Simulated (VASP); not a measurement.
# LaAl3N4 (Pm) in VASP: relaxation of cell and atoms with r2SCAN

Aim: the relaxation of cell and atoms of LaAl3N4 with r2SCAN.

All numbers are computed with VASP 6.6.1; they aren't measurements. Logs are shortened: lines on timing, memory, paths and dates and some standing lists are left out, and cuts for length are marked.

## Step 1: The cell of the first run

It takes space group Pm (No. 6, monoclinic). Conventional cell: a = 5.366 Å, b = 3.304 Å, c = 5.923 Å, α = 90.00°, β = 92.01°, γ = 90.00°. Within 2.5 Å of Al (site symmetry m) lie 4 N at 1.89 to 2.06 Å. Within 2.5 Å of Al (site symmetry m) lie 4 N at 1.85 to 2.06 Å. Within 2.4 Å of Al (site symmetry m) lie 4 N at 1.83 to 2.00 Å. Within 3.0 Å of La (site symmetry m) lie 5 N at 2.24 to 2.90 Å. Within 2.5 Å of N (site symmetry m) lie 3 Al at 1.89 to 1.93 Å and 1 La at 2.35 Å. Within 2.4 Å of N (site symmetry m) lie 2 Al at 1.83 to 1.85 Å and 2 La at 2.24 Å. N (site symmetry m) has 4 Al at 2.00 to 2.06 Å within 2.7 Å. Within 2.7 Å of N (site symmetry m) lie 3 Al at 2.00 to 2.06 Å and 1 La at 2.47 Å.

## Step 2: Relaxation of cell and atoms, r2SCAN

POSCAR reads:

```
LaAl3N4
1.0
    5.3648558594      0.0000000000      0.0957568657
    0.0000000000      3.3036765705      0.0000000000
    0.1015650684      0.0000000000      5.9225493370
Al La N
3 1 4
Direct
   -0.0006583900      0.0000000000      0.6791949782
   -0.0085524184      0.5000000000      0.1497523880
    0.5157884632      0.5000000000      0.8372769018
    0.5066564849      0.0000000000      0.3432144541
    0.6471227886      0.0000000000      0.7149588180
    0.6492205149      0.5000000000      0.1182260900
    0.1436428629      0.5000000000      0.8250716804
    0.0467796939      0.0000000000      0.3323046895
```

INCAR.step1 reads:

```
SYSTEM = LaAl3N4
  ALGO = Normal
  EDIFF = 1E-4
  ENCUT = 600
  GGA = PE
  ISMEAR = -1
  LASPH = .TRUE.
  LCHARG = .FALSE.
  LREAL = .FALSE.
  LWAVE = .TRUE.
  NELM = 80
  PREC = Accurate
  SIGMA = 0.02
```

INCAR.step2 reads:

```
SYSTEM = LaAl3N4
  ALGO = Normal
  EDIFF = 1E-6
  EDIFFG = -0.005
  ENCUT = 600
  IBRION = 2
  ISIF = 3
  ISMEAR = -1
  ISTART = 1
  LASPH = .TRUE.
  LCHARG = .FALSE.
  LMIXTAU = .TRUE.
  LREAL = .FALSE.
  LWAVE = .FALSE.
  METAGGA = R2SCAN
  NELM = 80
  NSW = 80
  PREC = Accurate
  SIGMA = 0.02
```

KPOINTS reads:

```
k-points
0
G
  4 8 4
  0 0 0
```

Potentials or basis: VASP PAW PBE potentials, release 64 (Al, La, N).

Command:

```sh
> cat potpaw_PBE.64/Al/POTCAR potpaw_PBE.64/La/POTCAR potpaw_PBE.64/N/POTCAR > POTCAR
> cp INCAR.step1 INCAR
> mpirun -np 1 vasp_std > vasp.out
> cp INCAR.step2 INCAR
> mpirun -np 1 vasp_std > vasp.out
```

OUTCAR:

```text
SYSTEM = LaAl3N4
   EDIFF = 1E-6
   EDIFFG = -0.005
   ENCUT = 600
   IBRION = 2
   ISIF = 3
   ISMEAR = -1
   ISTART = 1
   LASPH = .TRUE.
   LREAL = .FALSE.
   METAGGA = R2SCAN
   NELM = 80
   NSW = 80
   PREC = Accurate

 ion  position               nearest neighbor table
   1  0.999  0.000  0.679-   5 1.89   7 2.03   7 2.03   8 2.06   3 3.19   3 3.19   2 3.24   2 3.24
                             4 3.32   4 3.36
   2  0.991  0.500  0.150-   6 1.85   8 2.00   8 2.00   7 2.06   3 3.20   1 3.24   1 3.24   4 3.26
                             4 3.26   3 3.31   4 3.45   4 3.45
   3  0.516  0.500  0.837-   6 1.83   5 1.93   5 1.93   7 2.00   1 3.19   1 3.19   2 3.20   2 3.31
                             4 3.36   4 3.36   4 3.42   4 3.42
   4  0.507  0.000  0.343-   6 2.24   6 2.24   5 2.35   8 2.47   2 3.26   2 3.26   1 3.32   3 3.36
                             3 3.36   1 3.36   3 3.42   3 3.42   2 3.45   2 3.45
   5  0.647  0.000  0.715-   1 1.89   3 1.93   3 1.93   4 2.35
   6  0.649  0.500  0.118-   3 1.83   2 1.85   4 2.24   4 2.24
   7  0.144  0.500  0.825-   3 2.00   1 2.03   1 2.03   2 2.06
   8  0.047  0.000  0.332-   2 2.00   2 2.00   1 2.06   4 2.47

  LATTYP: Found a simple monoclinic cell.
 ALAT       =     5.3657103695
 B/A-ratio  =     0.6157016207
 C/A-ratio  =     1.1039395958
 COS(beta)  =    -0.0349870758

  Lattice vectors:

 A1 = (   5.3648558594,   0.0000000000,   0.0957568657)
 A2 = (   0.0000000000,  -3.3036765705,   0.0000000000)
 A3 = (  -0.1015650684,   0.0000000000,  -5.9225493370)

Analysis of symmetry for initial positions (statically):
=====================================================================
 Subroutine PRICEL returns:
 Original cell was already a primitive cell.

 Routine SETGRP: Setting up the symmetry group for a
 simple monoclinic supercell.

 Subroutine GETGRP returns: Found  2 space group operations
 (whereof  2 operations were pure point group operations)
 out of a pool of  4 trial point group operations.

The static configuration has the point symmetry C_1h.

Analysis of symmetry for dynamics (positions and initial velocities):
=====================================================================
 Subroutine PRICEL returns:
 Original cell was already a primitive cell.

 Routine SETGRP: Setting up the symmetry group for a
 simple monoclinic supercell.

 Subroutine GETGRP returns: Found  2 space group operations
 (whereof  2 operations were pure point group operations)
[... 135 lines left out ...]
  volume/ion in A,a.u.               =      13.12        88.52
  Fermi-wavevector in a.u.,A,eV,Ry     =   1.187001  2.243106 19.170217  1.408971
  Thomas-Fermi vector in A             =   2.323162
   LORBIT       =      0    0 simple, 1 ext, 2 COOP (PROOUT), +10 PAW based schemes
   METAGGA = R2SCAN    functional components
   LHFCALC =     F    Hartree Fock is set to
   AEXX    =    0.0000 exact exchange contribution
   IVDW    =     0    specifies the selected vdW correction
   LEPSILON=     F    determine dielectric tensor
   LRPA    =     F    only Hartree local field effects (RPA)
 conjugate gradient relaxation of ions
 non-spin polarized calculation
  energy-cutoff  :      600.00
  volume of cell :      104.94
 maximum number of plane-waves:      3521
 NGX is ok and might be reduce to    48
   NGX = 21   NGY = 13   NGZ = 23

--------------------------------------- Ionic step        1  -------------------------------------------

 number of electron      40.0000001 magnetization

 Free energy of the ion-electron system (eV)
  ---------------------------------------------------
  ext. energy  EPLUGINS =         0.00000000
  ---------------------------------------------------
  free energy    TOTEN  =       -97.28800921 eV

  energy without entropy =      -97.28800921  energy(sigma->0) =      -97.28800921

------------------------ aborting loop because EDIFF is reached ----------------------------------------

  FORCE on cell =-STRESS in cart. coord.  units (eV):
  Direction    XX          YY          ZZ          XY          YZ          ZX
  --------------------------------------------------------------------------------------
  -------------------------------------------------------------------------------------
  Total       -2.0432088     -2.2496604     -2.0428715      0.0000000      0.0000000     -0.1164301
  in kB      -31.1955044    -34.3475868    -31.1903554      0.0000000      0.0000000     -1.7776430
  external PRESSURE =     -32.2444822 kB  Pullay stress =       0.0000000 kB
[... 107 lines left out ...]
  FREE ENERGIE OF THE ION-ELECTRON SYSTEM (eV)
  ---------------------------------------------------
  free  energy   TOTEN  =       -97.3104052042 eV

  energy  without entropy=      -97.3104052042  energy(sigma->0) =      -97.31040520

[... ionic steps 4 to 17 ...]

--------------------------------------- Ionic step       18  -------------------------------------------

 number of electron      40.0000002 magnetization

------------------------ aborting loop because EDIFF is reached ----------------------------------------
[... 79 lines left out ...]
--------------------------------------- Ionic step       20  -------------------------------------------

 number of electron      40.0000002 magnetization

 Free energy of the ion-electron system (eV)
  ---------------------------------------------------
  ext. energy  EPLUGINS =         0.00000000
  ---------------------------------------------------
  free energy    TOTEN  =       -97.31201104 eV

  energy without entropy =      -97.31201104  energy(sigma->0) =      -97.31201104

 E-fermi :   7.7358     XC(G=0): -11.1644

 val. band max:        7.2731559945   @ k =   0.5000   0.5000   0.5000
 cond. band min:       8.8400540342   @ k =   0.0000   0.0000   0.0000
 fundamental gap:      1.5668980396
 Fermi energy:         7.7358260184

 k-point     1 :       0.0000    0.0000    0.0000
  band No.  band energies     occupation
      1     -24.7211      2.00000
      2     -10.0566      2.00000
      3      -9.1287      2.00000
      4      -8.5951      2.00000
      5      -7.3243      2.00000
      6      -7.1711      2.00000
[... 661 lines left out ...]
     24      11.3328      0.00000
     25      12.1021      0.00000

 [... further k-points ...]

------------------------ aborting loop because EDIFF is reached ----------------------------------------

  FORCE on cell =-STRESS in cart. coord.  units (eV):
  Direction    XX          YY          ZZ          XY          YZ          ZX
  --------------------------------------------------------------------------------------
  -------------------------------------------------------------------------------------
  Total        0.0033288      0.0013098      0.0064677      0.0000000      0.0000000      0.0014974
  in kB        0.0519037      0.0204223      0.1008473      0.0000000      0.0000000      0.0233480
  external PRESSURE =       0.0577244 kB  Pullay stress =       0.0000000 kB
[... 23 lines left out ...]
  FREE ENERGIE OF THE ION-ELECTRON SYSTEM (eV)
  ---------------------------------------------------
  free  energy   TOTEN  =       -97.3120110357 eV

  energy  without entropy=      -97.3120110357  energy(sigma->0) =      -97.31201104

 reached required accuracy - stopping structural energy minimisation
```

It took 89 min on 1 thread of Oxide Virtual Turin-like, shared host; peak memory 0.36 GiB.

What came out:

| Item | Value |
| --- | --- |
| Free energy | -97.3120 eV |
| Relaxed volume | 12.84 Å³/atom |
| Relaxed cell | a = 5.340 Å, b = 3.273 Å, c = 5.883 Å, α = 90.00°, β = 87.88°, γ = 90.00° |
| Space group after relaxing (to 0.1 Å) | Pm (No. 6) |
| Energy gained by relaxing | 3.0 meV/atom |
| Ionic steps | 20 |
| Pressure after relaxing | 0.0 GPa |
| Largest force after relaxing | 0.005 eV/Å |
| Band gap on the k mesh | 1.57 eV (least direct gap 2.54 eV) |

Forces in eV/Å, atoms in the order of the input:
```
Al   0.001  0.000 -0.002
Al   0.001  0.000 -0.003
Al  -0.003  0.000  0.004
La   0.004  0.000  0.000
N   -0.001  0.000  0.002
N   -0.004  0.000 -0.002
N    0.000  0.000  0.002
N    0.000  0.000  0.000
```

Step by step:
```
step  energy change (eV)  largest force (eV/Å)  pressure (GPa)  volume (Å³)
   1              0.0000                0.1745           -3.22       104.94
   2             -0.0012                0.3355            3.35       100.98
   3             -0.0224                0.1002           -0.01       102.90
   4             -0.0237                0.0459            0.02       102.76
   5             -0.0237                0.0438            0.03       102.77
   6             -0.0239                0.0200           -0.01       102.78
   7             -0.0239                0.0222           -0.02       102.78
   8             -0.0239                0.0170            0.01       102.76
   9             -0.0239                0.0174            0.00       102.76
  10             -0.0240                0.0080            0.00       102.76
  11             -0.0240                0.0113            0.00       102.76
  12             -0.0240                0.0106            0.00       102.76
  13             -0.0240                0.0121            0.01       102.75
  14             -0.0240                0.0098            0.00       102.76
  15             -0.0240                0.0087           -0.02       102.76
  16             -0.0240                0.0098           -0.01       102.76
  17             -0.0240                0.0086           -0.01       102.76
  18             -0.0240                0.0092           -0.01       102.76
  19             -0.0240                0.0052            0.00       102.75
  20             -0.0240                0.0046            0.01       102.75
```

Final structure:
```
Al La N
1.0
     5.33892    0.00000    0.10067
     0.00000    3.27301    0.00000
     0.10721    0.00000    5.88224
Al La N
3 1 4
Direct
  0.99914 0.00000 0.67878
  0.99086 0.50000 0.14940
  0.51619 0.50000 0.83778
  0.50577 0.00000 0.34415
  0.64793 0.00000 0.71587
  0.65016 0.50000 0.11748
  0.14441 0.50000 0.82450
  0.04554 0.00000 0.33205
```

Caveat: the PAW data sets were made with another functional, which shifts forces and pressure a little; spin-orbit coupling is left out, which moves the levels of the heavy elements. A k mesh can miss the band edges.
